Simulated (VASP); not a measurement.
A run of VASP 6.6.1 is set up as follows.

The input INCAR:

```
PREC = Accurate
ENCUT = 520
EDIFF = 1E-6
ISMEAR = 0
SIGMA = 0.1
LREAL = False
LASPH = True
NELM = 80
ALGO = Normal
ISIF = 2
LWAVE = False
LCHARG = False
GGA = PE
NBANDS = 26
```

The input KPOINTS:

```
regular mesh
0
Gamma
  6 6 6
```

POSCAR

```
Be2ZnSe3
1.0
   -1.8898812191      1.8898812191      8.1134796345
    1.8898812191     -1.8898812191      8.1134796345
    1.8898812191      1.8898812191     -8.1134796345
Be Zn Se
2 1 3
Direct
    0.3279425922      0.3279425922      0.0000000000
    0.6720574078      0.6720574078      0.0000000000
    0.0000000000      0.0000000000      0.0000000000
    0.4044921171      0.9044921171      0.5000000000
    0.7500000000      0.2500000000      0.5000000000
    0.0955078829      0.5955078829      0.5000000000
```

Potentials or basis: VASP PAW PBE potentials, release 64 (Be, Zn, Se).

Launch:

```console
$ cat potpaw_PBE.64/Be/POTCAR potpaw_PBE.64/Zn/POTCAR potpaw_PBE.64/Se/POTCAR > POTCAR
$ mpirun -np 1 vasp_std > vasp.out
```

Problem. What does it give for the band gap on the k mesh?

Solution. 2.64 eV (least direct gap 2.66 eV).

Problem. Predict the pressure.

Solution. 0.1 GPa.

Problem. Predict the largest force.

Solution. 0.014 eV/Å.

Stress tensor (GPa, compression positive):
```
0.08 0.00 0.00
0.00 0.08 0.00
0.00 0.00 0.22
```

A k mesh can miss the band edges.
